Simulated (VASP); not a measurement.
# GaH (Cmcm) in VASP: relaxation of cell and atoms with PBE

Aim: the relaxation of cell and atoms of GaH with PBE.

All numbers are computed with VASP 6.6.1; they aren't measurements. Logs are shortened: lines on timing, memory, paths and dates and some standing lists are left out, and cuts for length are marked.

### Step 1. The cell of the first run

It takes space group Cmcm (No. 63, orthorhombic). Conventional cell: a = 2.939 Å, b = 11.527 Å, c = 2.857 Å, α = 90.00°, β = 90.00°, γ = 90.00°. Within 3.2 Å of Ga (site symmetry m2m) lie 7 H at 2.13 to 3.11 Å and 8 Ga at 2.86 to 3.18 Å. Within 3.2 Å of H (site symmetry m2m) lie 7 Ga at 2.13 to 3.11 Å and 6 H at 2.58 to 2.94 Å.

### Step 2. Relaxation of cell and atoms, PBE

Input file INCAR:

```
PREC     = Accurate       # precision mode
ENCUT    = 600            # plane-wave cutoff, eV
EDIFF    = 1E-6           # SCF threshold, eV
ISMEAR   = 0              # smearing method
SIGMA    = 0.1            # smearing width, eV
LREAL    = False          # projectors in reciprocal space
LASPH    = True           # aspherical terms in the spheres
NELM     = 60             # most SCF steps
ALGO     = Fast           # electronic algorithm
ISIF     = 3              # what is computed and relaxed
LWAVE    = False          # write WAVECAR
LCHARG   = False          # write CHGCAR
GGA      = PE             # functional
IBRION   = 2              # ionic algorithm
NSW      = 90             # ionic steps
EDIFFG   = -0.025         # ionic threshold
```

Input file KPOINTS:

```
Automatic mesh
0
Gamma
  12 12 12
```

Input file POSCAR:

```
GaH
1.0
    1.4693607668     -5.7634291805      0.0000000000
    1.4693607668      5.7634291805      0.0000000000
    0.0000000000      0.0000000000      2.8568486675
Ga H
2 2
Direct
    0.8556480519      0.1443519481      0.2500000000
    0.1443519481      0.8556480519      0.7500000000
    0.4069155308      0.5930844692      0.7500000000
    0.5930844692      0.4069155308      0.2500000000
```

Potentials or basis: VASP PAW PBE potentials, release 64 (Ga_d, H).

Started as:

```console
> cat potpaw_PBE.64/Ga_d/POTCAR potpaw_PBE.64/H/POTCAR > POTCAR
> mpirun -np 1 vasp_std > vasp.out
```

OUTCAR:

```text
PREC = Accurate
   ENCUT = 600
   EDIFF = 1E-6
   ISMEAR = 0
   LREAL = False
   LASPH = True
   NELM = 60
   ISIF = 3
   GGA = PE
   IBRION = 2
   NSW = 90
   EDIFFG = -0.025

 ion  position               nearest neighbor table
   1  0.856  0.144  0.250-
   2  0.144  0.856  0.750-
   3  0.407  0.593  0.750-
   4  0.593  0.407  0.250-

  LATTYP: Found a base centered orthorhombic cell.
 ALAT       =     2.9387215336
 B/A-ratio  =     3.9224057908
 C/A-ratio  =     0.9721399714

  Lattice vectors:

 A1 = (   1.4693607668,  -5.7634291805,   0.0000000000)
 A2 = (   1.4693607668,   5.7634291805,   0.0000000000)
 A3 = (   0.0000000000,   0.0000000000,   2.8568486675)

Analysis of symmetry for initial positions (statically):
=====================================================================
 Subroutine PRICEL returns:
 Original cell was already a primitive cell.

 Routine SETGRP: Setting up the symmetry group for a
 base centered orthorhombic supercell.

 Subroutine GETGRP returns: Found  8 space group operations
 (whereof  4 operations were pure point group operations)
 out of a pool of  8 trial point group operations.

The static configuration has the point symmetry C_2h.
 The point group associated with its full space group is D_2h.

Analysis of symmetry for dynamics (positions and initial velocities):
=====================================================================
 Subroutine PRICEL returns:
 Original cell was already a primitive cell.

 Routine SETGRP: Setting up the symmetry group for a
 base centered orthorhombic supercell.

 Subroutine GETGRP returns: Found  8 space group operations
 (whereof  4 operations were pure point group operations)
 out of a pool of  8 trial point group operations.

The dynamic configuration has the point symmetry C_2h.
 The point group associated with its full space group is D_2h.

 Subroutine INISYM returns: Found  8 space group operations
 (whereof  4 operations are pure point group operations),
 and found     1 'primitive' translations

----------------------------------------------------------------------------------------

                                     Primitive cell

  volume of cell :      48.3868

  direct lattice vectors                    reciprocal lattice vectors
     1.469360767 -5.763429181  0.000000000     0.340284028 -0.086753907  0.000000000
     1.469360767  5.763429181  0.000000000     0.340284028  0.086753907  0.000000000
     0.000000000  0.000000000  2.856848667     0.000000000  0.000000000  0.350036042

  length of vectors
     5.947784208  5.947784208  2.856848667     0.351168706  0.351168706  0.350036042

  position of ions in fractional coordinates (direct lattice)
     0.855648052  0.144351948  0.250000000
     0.144351948  0.855648052  0.750000000
     0.406915531  0.593084469  0.750000000
     0.593084469  0.406915531  0.250000000

  ion indices of the primitive-cell ions
   primitive index   ion index
                 1           1
                 2           2
                 3           3
                 4           4

----------------------------------------------------------------------------------------

 KPOINTS: Automatic mesh

Automatic generation of k-mesh.
 Grid dimensions read from file:
 generate k-points for:   12   12   12

 Generating k-lattice:

  Cartesian coordinates                     Fractional coordinates (reciprocal lattice)
     0.028357002 -0.007229492  0.000000000     0.083333333  0.000000000  0.000000000
     0.028357002  0.007229492  0.000000000     0.000000000  0.083333333  0.000000000
     0.000000000  0.000000000  0.029169670     0.000000000  0.000000000  0.083333333

  Length of vectors
     0.029264059  0.029264059  0.029169670

  Shift w.r.t. Gamma in fractional coordinates (k-lattice)
     0.000000000  0.000000000  0.000000000

 Subroutine IBZKPT returns following result:
 ===========================================

 Found    301 irreducible k-points:

 Following reciprocal coordinates:
            Coordinates               Weight
  0.000000  0.000000  0.000000      1.000000
  0.083333  0.000000  0.000000      4.000000
  0.166667 -0.000000  0.000000      4.000000
  0.250000  0.000000  0.000000      4.000000
  0.333333  0.000000  0.000000      4.000000
  0.416667  0.000000  0.000000      4.000000
[... 16 lines left out ...]
  0.500000  0.166667  0.000000      4.000000
 -0.416667  0.166667  0.000000      4.000000
 [... further k-points ...]
   k-points           NKPTS =    301   k-points in BZ     NKDIM =    301   number of bands    NBANDS=     18
   number of dos      NEDOS =    301   number of ions     NIONS =      4
   total plane-waves  NPLWV =  55296
   dimension x,y,z NGX =    48 NGY =   48 NGZ =   24
   dimension x,y,z NGXF=    96 NGYF=   96 NGZF=   48
   ions per type =               2   2
   NGX,Y,Z   is equivalent  to a cutoff of  13.42, 13.42, 13.97 a.u.
   NGXF,Y,Z  is equivalent  to a cutoff of  26.83, 26.83, 27.93 a.u.
 SYSTEM =  unknown system
   PREC   = accura    normal or accurate (medium, high low for compatibility)
   ISTART =      0    job   : 0-new  1-cont  2-samecut
   ICHARG =      2    charge: 1-file 2-atom 10-const
   ISPIN  =      1    spin polarized calculation?
   LNONCOLLINEAR =      F non collinear calculations
   LSORBIT =      F    spin-orbit coupling
   LASPH  =      T    aspherical Exc in radial PAW
   ENCUT  =  600.0 eV  44.10 Ry    6.64 a.u.  11.88 11.88  5.71*2*pi/ulx,y,z
   NELM   =     60;   NELMIN=  2; NELMDL= -5     # of ELM steps
   EDIFF  = 0.1E-05   stopping-criterion for ELM
   LREAL  =      F    real-space projection
   EDIFFG = -.3E-01   stopping-criterion for IOM
   NSW    =     90    number of steps for IOM
   IBRION =      2    ionic relax: 0-MD 1-quasi-New 2-CG
   NFREE  =      1    steps in history (QN), initial steepest desc. (CG)
   ISIF   =      3    stress and relaxation
   ISYM   =      2    0-nonsym 1-usesym 2-fastsym
   POTIM  = 0.5000    time-step for ionic-motion
   TEBEG  =    0.0;   TEEND  =   0.0 temperature during run
   PSTRESS=    0.0 pullay stress
   NELECT =      28.0000    total number of electrons
   NUPDOWN=      -1.0000    fix difference up-down
   EMIN   =  10.00;   EMAX   =-10.00  energy-range for DOS
   EFERMI =   0.00;   METHOD = LEGACY
   ISMEAR =     0;   SIGMA  =   0.10  broadening in eV -4-tet -1-fermi 0-gaus
   EFERMI_NEDOS =   21; number of points for ismear=-14 and -15
   IALGO  =     68    algorithm
   IMIX   =      4    mixing-type and parameters
     AMIX     =   0.40;   BMIX     =  1.00
     AMIX_MAG =   1.60;   BMIX_MAG =  1.00
  volume/ion in A,a.u.               =      12.10        81.63
  Fermi-wavevector in a.u.,A,eV,Ry     =   1.364223  2.578007 25.321854  1.861104
  Thomas-Fermi vector in A             =   2.490557
   LORBIT       =      0    0 simple, 1 ext, 2 COOP (PROOUT), +10 PAW based schemes
   GGA     = PE    functional components
   LHFCALC =     F    Hartree Fock is set to
   AEXX    =    0.0000 exact exchange contribution
   IVDW    =     0    specifies the selected vdW correction
   LEPSILON=     F    determine dielectric tensor
   LRPA    =     F    only Hartree local field effects (RPA)
 conjugate gradient relaxation of ions
 non-spin polarized calculation
 RMM-DIIS sequential band-by-band and
 Gauss-broadening in eV      SIGMA  =   0.10
  energy-cutoff  :      600.00
  volume of cell :       48.39
 maximum number of plane-waves:      1633
   NGX = 23   NGY = 23   NGZ = 11

--------------------------------------- Ionic step        1  -------------------------------------------

 number of electron      28.0000005 magnetization

 Free energy of the ion-electron system (eV)
  ---------------------------------------------------
  ext. energy  EPLUGINS =         0.00000000
  ---------------------------------------------------
  free energy    TOTEN  =       -10.80895115 eV

  energy without entropy =      -10.80444518  energy(sigma->0) =      -10.80669816

------------------------ aborting loop because EDIFF is reached ----------------------------------------

  FORCE on cell =-STRESS in cart. coord.  units (eV):
  Direction    XX          YY          ZZ          XY          YZ          ZX
  --------------------------------------------------------------------------------------
  -------------------------------------------------------------------------------------
  Total       -0.2076987     -0.0568763      0.3129105      0.0000000      0.0000000      0.0000000
  in kB       -6.8772962     -1.8832810     10.3610572      0.0000000      0.0000000      0.0000000
  external PRESSURE =       0.5334934 kB  Pullay stress =       0.0000000 kB
[... 213 lines left out ...]
  energy  without entropy=      -10.8097627981  energy(sigma->0) =      -10.81151460

--------------------------------------- Ionic step        7  -------------------------------------------

 number of electron      27.9999992 magnetization

 Free energy of the ion-electron system (eV)
  ---------------------------------------------------
  ext. energy  EPLUGINS =         0.00000000
  ---------------------------------------------------
  free energy    TOTEN  =       -10.81359472 eV

  energy without entropy =      -10.81029394  energy(sigma->0) =      -10.81194433

 E-fermi :   4.1844     XC(G=0): -10.4250

 val. band max:        4.1652407517   @ k =   0.5000   0.0000   0.4167
 cond. band min:       4.1952274120   @ k =   0.5000   0.3333   0.2500
 fundamental gap:      0.0299866603
 Fermi energy:         4.1843808077

 k-point     1 :       0.0000    0.0000    0.0000
  band No.  band energies     occupation
      1     -10.8451      2.00000
      2     -10.8094      2.00000
      3     -10.7919      2.00000
      4     -10.7333      2.00000
      5     -10.6146      2.00000
      6     -10.6013      2.00000
[... 10 lines left out ...]
     17      11.3065      0.00000
     18      12.3278      0.00000
[... 466 lines left out ...]
      2     -10.7656      2.00000
      3     -10.6919      2.00000
      4     -10.6654      2.00000
      5     -10.6451      2.00000
      6     -10.5981      2.00000
[... 10 lines left out ...]
     17      10.3775      0.00000
     18      12.2095      0.00000

 [... further k-points ...]

------------------------ aborting loop because EDIFF is reached ----------------------------------------

  FORCE on cell =-STRESS in cart. coord.  units (eV):
  Direction    XX          YY          ZZ          XY          YZ          ZX
  --------------------------------------------------------------------------------------
  -------------------------------------------------------------------------------------
  Total        0.0350805     -0.0347512      0.0059228      0.0000000      0.0000000      0.0000000
  in kB        1.1583109     -1.1474390      0.1955617      0.0000000      0.0000000      0.0000000
  external PRESSURE =       0.0688112 kB  Pullay stress =       0.0000000 kB
[... 19 lines left out ...]
  FREE ENERGIE OF THE ION-ELECTRON SYSTEM (eV)
  ---------------------------------------------------
  free  energy   TOTEN  =       -10.8135947169 eV

  energy  without entropy=      -10.8102939361  energy(sigma->0) =      -10.81194433

 reached required accuracy - stopping structural energy minimisation
```

It took 50 min on 1 thread of Oxide Virtual Turin-like, shared host; peak memory 0.42 GiB.

What came out:

```yaml
Free_energy: -10.8136 eV
Relaxed_volume: 12.13 Å³/atom
Relaxed_cell: a = 5.935 Å, b = 5.935 Å, c = 2.902 Å, α = 90.00°, β = 90.00°, γ = 151.67°
Space_group_after_relaxing_to_0.1_Å: Cmcm (No. 63)
Energy_gained_by_relaxing: 1.2 meV/atom
Ionic_steps: 7
Pressure_after_relaxing: 0.0 GPa
Largest_force_after_relaxing: 0.014 eV/Å
Band_gap_on_the_k_mesh: zero (bands 14 and 15 overlap by 5.71 eV)
```

Forces on the atoms (eV/Å):
```
Ga   0.000 -0.014  0.000
Ga   0.000  0.014  0.000
H    0.000 -0.008  0.000
H    0.000  0.008  0.000
```

Stress tensor (GPa, compression positive):
```
 0.12  0.00  0.00
 0.00 -0.11  0.00
 0.00  0.00  0.02
```

The path:
| step | energy change (eV) | largest force (eV/Å) | pressure (GPa) | volume (Å³) |
| --- | --- | --- | --- | --- |
| 1 | 0.0000 | 0.0243 | 0.05 | 48.39 |
| 2 | -0.0017 | 0.0187 | 0.09 | 48.41 |
| 3 | -0.0036 | 0.0306 | 0.07 | 48.46 |
| 4 | -0.0024 | 0.0573 | -0.14 | 48.55 |
| 5 | -0.0040 | 0.0492 | 0.01 | 48.49 |
| 6 | -0.0043 | 0.0294 | 0.14 | 48.50 |
| 7 | -0.0046 | 0.0136 | 0.01 | 48.52 |

Final structure:
```
CELL_PARAMETERS angstrom
1.45258 -5.75470 0.00000
1.45258 5.75470 0.00000
0.00000 0.00000 2.90240
ATOMIC_POSITIONS crystal
Ga 0.85697 0.14303 0.25000
Ga 0.14303 0.85697 0.75000
H 0.40748 0.59252 0.75000
H 0.59252 0.40748 0.25000
```

The gap in the log of VASP goes by the Fermi energy; the results here count the filled bands.